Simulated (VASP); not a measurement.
A run of VASP 6.6.1:

POSCAR

```
Ag
1.0
    2.9300000000      0.0000000000      0.0000000000
   -1.4650000000      2.5374544331      0.0000000000
    0.0000000000      0.0000000000      4.7900000000
Ag
2
Direct
    0.6666666667      0.3333333333      0.7500000000
    0.3333333333      0.6666666667      0.2500000000
```

INCAR.step1

```
PREC = Accurate ; ENCUT = 520
ISMEAR = -1 ; SIGMA = 0.05
LREAL = False ; LASPH = True
NELM = 80 ; NBANDS = 18
GGA = PE ; ALGO = Normal
EDIFF = 1E-4 ; LWAVE = True
LCHARG = False
```

The input INCAR.step2:

```
PREC = Accurate ; ENCUT = 520
EDIFF = 1E-6 ; ISMEAR = -1
SIGMA = 0.05 ; LREAL = False
LASPH = True ; NELM = 80
ALGO = Normal ; ISIF = 2
LWAVE = False ; LCHARG = False
METAGGA = R2SCAN ; LMIXTAU = True
NBANDS = 18 ; ISTART = 1
```

File KPOINTS:

```
Automatic mesh
0
Gamma
  10 10 6
```

Potentials or basis: VASP PAW PBE potentials, release 64 (Ag).

Launch:

```sh
$ cat potpaw_PBE.64/Ag/POTCAR > POTCAR
$ cp INCAR.step1 INCAR
$ mpirun -np 1 vasp_std > vasp.out
$ cp INCAR.step2 INCAR
$ mpirun -np 1 vasp_std > vasp.out
```

Hardware: 1 thread of Intel Xeon 8259CL (shared host).

How long does it take, and how much memory?

It took 2.1 min on 1 thread of Intel Xeon 8259CL (shared host), peak memory 0.18 GiB. Counts: k points 56.
